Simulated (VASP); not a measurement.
BaZrO3: single point with LDA

BaZrO3:

```
Ba Zr O
1.0
     4.14736    0.00000    0.00000
     0.00000    4.14736    0.00000
     0.00000    0.00000    4.14736
Ba Zr O
1 1 3
Direct
  0.00000 0.00000 0.00000
  0.50000 0.50000 0.50000
  0.50000 0.50000 0.00000
  0.50000 0.00000 0.50000
  0.00000 0.50000 0.50000
```

```json
{
  "Program": "VASP 6.6.1",
  "Task": "single point",
  "Functional": "LDA",
  "Potentials or basis": "VASP PAW LDA potentials, release 64 (Ba_sv, Zr_sv, O)",
  "Cutoff": "520 eV",
  "k mesh": "6 × 6 × 6",
  "Occupations": "fermi-dirac, width 0.05 eV",
  "Spin": "no spin polarisation",
  "Dipole correction": "no",
  "Further INCAR settings": "ALGO = Normal; EDIFF = 1e-07; NBANDS = 28"
}
```

| Property | Result |
| --- | --- |
| Pressure | 1.5 GPa |
| Band gap on the k mesh | 3.13 eV, indirect (least direct gap 3.31 eV) |

Levels at points of the mesh, in eV from the valence-band top:
| k point | band 18 | band 19 | band 20 | band 21 | band 22 | band 23 |
| --- | --- | --- | --- | --- | --- | --- |
| (0.00, 0.00, 0.00) | -0.18 | -0.18 | -0.18 | 3.13 | 3.13 | 3.13 |
| (0.50, 0.00, 0.00) | -1.81 | -0.40 | -0.40 | 3.62 | 5.86 | 5.86 |
| (0.50, 0.50, 0.00) | -0.93 | -0.70 | -0.08 | 5.83 | 5.83 | 6.57 |
| (0.50, 0.50, 0.50) | 0.00 | 0.00 | 0.00 | 6.03 | 6.03 | 6.03 |

Run time: 18 s on 1 thread of Intel(R) Xeon(R) Platinum 8559C (Emerald Rapids) (shared host), peak memory 0.17 GiB.

Caveat: spin-orbit coupling is left out, which moves the levels of the heavy elements. A k mesh can miss the band edges.
